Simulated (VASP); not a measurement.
# B2O (P-3m1) in VASP: further runs

Runs on B2O. Level: PBE+D3(BJ). Tasks: single point, relaxation of cell and atoms.

All numbers are computed with VASP 6.6.1; they aren't measurements. Logs are shortened: lines on timing, memory, paths and dates and some standing lists are left out, and cuts for length are marked.

## (1) The cell of the first run

The structure is trigonal, space group P-3m1 (No. 164). The conventional cell has a = 2.586 Å, b = 2.586 Å, c = 9.495 Å, α = 90.00°, β = 90.00°, γ = 120.00°. B (site symmetry 3m) has 3 O at 1.59 Å and 1 B at 1.74 Å within 2.1 Å. B (site symmetry 3m) has 3 B at 1.55 Å within 2.1 Å. Within 2.1 Å of O (site symmetry 3m) lie 3 B at 1.59 Å.

## (2) Single point, PBE+D3(BJ)

File INCAR:

```
SYSTEM = B2O
PREC = Accurate ; ENCUT = 520
EDIFF = 1E-7 ; ISMEAR = 0
SIGMA = 0.1 ; LREAL = .False.
LASPH = .True. ; NELM = 60
ALGO = Normal ; ISIF = 2
LWAVE = .False. ; LCHARG = .True.
GGA = PE ; IVDW = 12
LELF = .True. ; LVHAR = .True.
NBANDS = 21
```

File KPOINTS:

```
Automatic mesh
0
Gamma
  6 6 4
  0 0 0
```

File POSCAR:

```
B2O
1.0
    2.5859596070      0.0000000000      0.0000000000
   -1.2929798035      2.2395067128      0.0000000000
    0.0000000000      0.0000000000      9.4950544173
B O
4 2
Direct
    0.0000000000      0.0000000000      0.4084977411
    0.0000000000      0.0000000000      0.5915022589
    0.6666666667      0.3333333333      0.0216303877
    0.3333333333      0.6666666667      0.9783696123
    0.6666666667      0.3333333333      0.3509014342
    0.3333333333      0.6666666667      0.6490985658
```

Potentials or basis: VASP PAW PBE potentials, release 64 (B, O).

Launch:

```sh
$ cat potpaw_PBE.64/B/POTCAR potpaw_PBE.64/O/POTCAR > POTCAR
$ mpirun -np 1 vasp_std > vasp.out
```

OUTCAR:

```text
SYSTEM = B2O
   PREC = Accurate
   ENCUT = 520
   EDIFF = 1E-7
   ISMEAR = 0
   LREAL = .False.
   LASPH = .True.
   NELM = 60
   ISIF = 2
   GGA = PE
   IVDW = 12
 IVDW          = 12

 ion  position               nearest neighbor table
   1  0.000  0.000  0.408-   5 1.59   5 1.59   5 1.59   2 1.74
   2  0.000  0.000  0.592-   6 1.59   6 1.59   6 1.59   1 1.74
   3  0.667  0.333  0.022-   4 1.55   4 1.55   4 1.55
   4  0.333  0.667  0.978-   3 1.55   3 1.55   3 1.55
   5  0.667  0.333  0.351-   1 1.59   1 1.59   1 1.59
   6  0.333  0.667  0.649-   2 1.59   2 1.59   2 1.59

  LATTYP: Found a hexagonal cell.
 ALAT       =     2.5859596070
 C/A-ratio  =     3.6717721312

  Lattice vectors:

 A1 = (   2.5859596070,   0.0000000000,   0.0000000000)
 A2 = (  -1.2929798035,   2.2395067128,   0.0000000000)
 A3 = (   0.0000000000,   0.0000000000,   9.4950544173)

Analysis of symmetry for initial positions (statically):
=====================================================================
 Subroutine PRICEL returns:
 Original cell was already a primitive cell.

 Routine SETGRP: Setting up the symmetry group for a
 hexagonal supercell.

 Subroutine GETGRP returns: Found 12 space group operations
 (whereof 12 operations were pure point group operations)
 out of a pool of 24 trial point group operations.

The static configuration has the point symmetry D_3d.

Analysis of symmetry for dynamics (positions and initial velocities):
=====================================================================
 Subroutine PRICEL returns:
 Original cell was already a primitive cell.

 Routine SETGRP: Setting up the symmetry group for a
 hexagonal supercell.

 Subroutine GETGRP returns: Found 12 space group operations
 (whereof 12 operations were pure point group operations)
 out of a pool of 24 trial point group operations.

The dynamic configuration has the point symmetry D_3d.

 Subroutine INISYM returns: Found 12 space group operations
 (whereof 12 operations are pure point group operations),
 and found     1 'primitive' translations

----------------------------------------------------------------------------------------

[... 97 lines left out ...]
   ENCUT  =  520.0 eV  38.22 Ry    6.18 a.u.   4.81  4.81 17.65*2*pi/ulx,y,z
   NELM   =     60;   NELMIN=  2; NELMDL= -5     # of ELM steps
   EDIFF  = 0.1E-06   stopping-criterion for ELM
   LREAL  =      F    real-space projection
   EDIFFG = 0.1E-05   stopping-criterion for IOM
   NSW    =      0    number of steps for IOM
   IBRION =     -1    ionic relax: 0-MD 1-quasi-New 2-CG
   NFREE  =      0    steps in history (QN), initial steepest desc. (CG)
   ISIF   =      2    stress and relaxation
   ISYM   =      2    0-nonsym 1-usesym 2-fastsym
   POTIM  = 0.5000    time-step for ionic-motion
   TEBEG  =    0.0;   TEEND  =   0.0 temperature during run
   PSTRESS=    0.0 pullay stress
   NELECT =      24.0000    total number of electrons
   NUPDOWN=      -1.0000    fix difference up-down
   EMIN   =  10.00;   EMAX   =-10.00  energy-range for DOS
   EFERMI =   0.00;   METHOD = LEGACY
   ISMEAR =     0;   SIGMA  =   0.10  broadening in eV -4-tet -1-fermi 0-gaus
   EFERMI_NEDOS =   21; number of points for ismear=-14 and -15
   IALGO  =     38    algorithm
   IMIX   =      4    mixing-type and parameters
     AMIX     =   0.40;   BMIX     =  1.00
     AMIX_MAG =   1.60;   BMIX_MAG =  1.00
  volume/ion in A,a.u.               =       9.16        61.85
  Fermi-wavevector in a.u.,A,eV,Ry     =   1.241809  2.346678 20.981395  1.542089
  Thomas-Fermi vector in A             =   2.376191
   LORBIT       =      0    0 simple, 1 ext, 2 COOP (PROOUT), +10 PAW based schemes
   GGA     = PE    functional components
   LHFCALC =     F    Hartree Fock is set to
   AEXX    =    0.0000 exact exchange contribution
   IVDW    =    12    specifies the selected vdW correction
   LEPSILON=     F    determine dielectric tensor
   LRPA    =     F    only Hartree local field effects (RPA)
 non-spin polarized calculation
 Gauss-broadening in eV      SIGMA  =   0.10
  energy-cutoff  :      520.00
  volume of cell :       54.99
 maximum number of plane-waves:      1496
 NGX is ok and might be reduce to    20
   NGX =  9   NGY =  9   NGZ = 35

 number of electron      24.0000005 magnetization

 Free energy of the ion-electron system (eV)
  ---------------------------------------------------
  ext. energy  EPLUGINS =         0.00000000
  ---------------------------------------------------
  free energy    TOTEN  =       -39.63263581 eV

  energy without entropy =      -39.62674676  energy(sigma->0) =      -39.62969128

 E-fermi :   4.3802     XC(G=0): -10.1532

 val. band max:        3.8115069503   @ k =   0.5000   0.0000   0.5000
 cond. band min:       4.4485922817   @ k =   0.3333  -0.0000   0.0000
 fundamental gap:      0.6370853315
 Fermi energy:         4.3802085890

 k-point     1 :       0.0000    0.0000    0.0000
  band No.  band energies     occupation
      1     -19.7952      2.00000
      2     -19.2493      2.00000
      3      -8.1791      2.00000
      4      -6.6970      2.00000
      5      -2.5175      2.00000
      6      -1.6177      2.00000
[... 565 lines left out ...]
     20      14.8287      0.00000
     21      14.9298      0.00000

------------------------ aborting loop because EDIFF is reached ----------------------------------------

 Edisp (eV)   -0.78683

 E8    (eV) :    -0.2403

  FORCE on cell =-STRESS in cart. coord.  units (eV):
  Direction    XX          YY          ZZ          XY          YZ          ZX
  --------------------------------------------------------------------------------------
  -------------------------------------------------------------------------------------
  Total       0.12020     0.12020     0.00261     0.00000    -0.00000     0.00000
  in kB       3.50226     3.50226     0.07614     0.00000    -0.00000     0.00000
  external pressure =        2.36 kB  Pullay stress =        0.00 kB

 VOLUME and BASIS-vectors are now :
 -----------------------------------------------------------------------------
  energy-cutoff  :      520.00
  volume of cell :       54.99
      direct lattice vectors                 reciprocal lattice vectors
     2.585959607  0.000000000  0.000000000     0.386703643  0.223263452  0.000000000
    -1.292979803  2.239506713  0.000000000     0.000000000  0.446526904  0.000000000
     0.000000000  0.000000000  9.495054417     0.000000000  0.000000000  0.105317985

 POSITION                                       TOTAL-FORCE (eV/Angst)
 -----------------------------------------------------------------------------------
      0.00000      0.00000      3.87871        -0.000000      0.000000     -0.021722
      0.00000      0.00000      5.61635         0.000000     -0.000000      0.021722
      1.29298      0.74650      0.20538        -0.000000     -0.000000      0.007503
     -0.00000      1.49300      9.28967        -0.000000      0.000000     -0.007503
      1.29298      0.74650      3.33183        -0.000000     -0.000000      0.015971
     -0.00000      1.49300      6.16323         0.000000      0.000000     -0.015971
 -----------------------------------------------------------------------------------
    total drift:                                0.000000     -0.000000     -0.000000

  FREE ENERGIE OF THE ION-ELECTRON SYSTEM (eV)
  ---------------------------------------------------
  free  energy   TOTEN  =       -40.4194705296 eV

  energy  without entropy=      -40.4135814870  energy(sigma->0) =      -40.41652601
```

OSZICAR:

```text
N       E                     dE             d eps       ncg     rms          rms(c)
DAV:   1     0.840748884695E+02    0.84075E+02   -0.12298E+04  1016   0.105E+03
DAV:   2    -0.383058225160E+02   -0.12238E+03   -0.11839E+03  1254   0.236E+02
DAV:   3    -0.435178121787E+02   -0.52120E+01   -0.51368E+01  1376   0.452E+01
DAV:   4    -0.435547210558E+02   -0.36909E-01   -0.36853E-01  1268   0.408E+00
DAV:   5    -0.435550275034E+02   -0.30645E-03   -0.30641E-03  1349   0.363E-01    0.100E+01
DAV:   6    -0.401712241754E+02    0.33838E+01   -0.21577E+01  1218   0.124E+01    0.501E+00
DAV:   7    -0.397396505427E+02    0.43157E+00   -0.11004E+00  1208   0.586E+00    0.267E+00
DAV:   8    -0.396289789720E+02    0.11067E+00   -0.27869E-01  1243   0.320E+00    0.722E-01
DAV:   9    -0.396317201894E+02   -0.27412E-02   -0.32615E-02  1254   0.107E+00    0.259E-01
DAV:  10    -0.396324930955E+02   -0.77291E-03   -0.21575E-03  1230   0.324E-01    0.873E-02
DAV:  11    -0.396326292868E+02   -0.13619E-03   -0.40402E-04  1327   0.158E-01    0.228E-02
DAV:  12    -0.396326411314E+02   -0.11845E-04   -0.10134E-04  1273   0.681E-02    0.968E-03
DAV:  13    -0.396326370916E+02    0.40398E-05   -0.25758E-05  1294   0.305E-02    0.389E-03
DAV:  14    -0.396326357282E+02    0.13634E-05   -0.49717E-06  1332   0.145E-02    0.271E-03
DAV:  15    -0.396326358061E+02   -0.77940E-07   -0.73927E-07  1173   0.566E-03
   1 F= -.40419471E+02 E0= -.40416526E+02  d E =-.588904E-02
```

stdout:

```text
POSCAR found type information on POSCAR B O
 POSCAR found :  2 types and       6 ions
 scaLAPACK will be used
 LDA part: xc-table for (Slater+PW92), standard interpolation
 POSCAR, INCAR and KPOINTS ok, starting setup
 FFT: planning ... GRIDC
 FFT: planning ... GRID_SOFT
 FFT: planning ... GRID
 WAVECAR not read
 entering main loop
```

Run time: 20 s. Hardware: 1 thread of Intel Xeon Platinum 8375C at 2.90GHz (Ice Lake), shared host; peak memory 0.18 GiB.

What came out:

| Property | Result |
| --- | --- |
| Free energy | -40.4195 eV |
| Pressure | 0.2 GPa |
| Largest force | 0.022 eV/Å |
| Band gap on the k mesh | zero (band 12 reaches 7.40 eV, above the bottom of band 13 at 3.62 eV) |
| Dispersion energy per atom | -0.131 eV |

Forces in eV/Å, atoms in the order of the input:
```
B    0.000  0.000 -0.022
B    0.000  0.000  0.022
B    0.000  0.000  0.008
B    0.000  0.000 -0.008
O    0.000  0.000  0.016
O    0.000  0.000 -0.016
```

Levels at points of the mesh, in eV from the Fermi level:
| k point | band 9 | band 10 | band 11 | band 12 | band 13 | band 14 | band 15 | band 16 |
| --- | --- | --- | --- | --- | --- | --- | --- | --- |
| (0.00, 0.00, 0.00) | -5.89 | -4.20 | -2.20 | 3.02 | 3.02 | 3.62 | 3.99 | 5.38 |
| (0.50, 0.00, 0.00) | -6.54 | -6.47 | -3.47 | -0.57 | 0.88 | 2.02 | 3.58 | 4.37 |
| (0.00, 0.00, 0.50) | -5.89 | -4.66 | -1.83 | 3.02 | 3.02 | 3.28 | 4.31 | 5.25 |
| (0.50, 0.00, 0.50) | -6.52 | -6.52 | -3.44 | -0.57 | 0.80 | 2.22 | 3.34 | 4.45 |

Caveat: the k points lie up to 0.47 Å⁻¹ apart.

(Continued in part 2 of 2.)
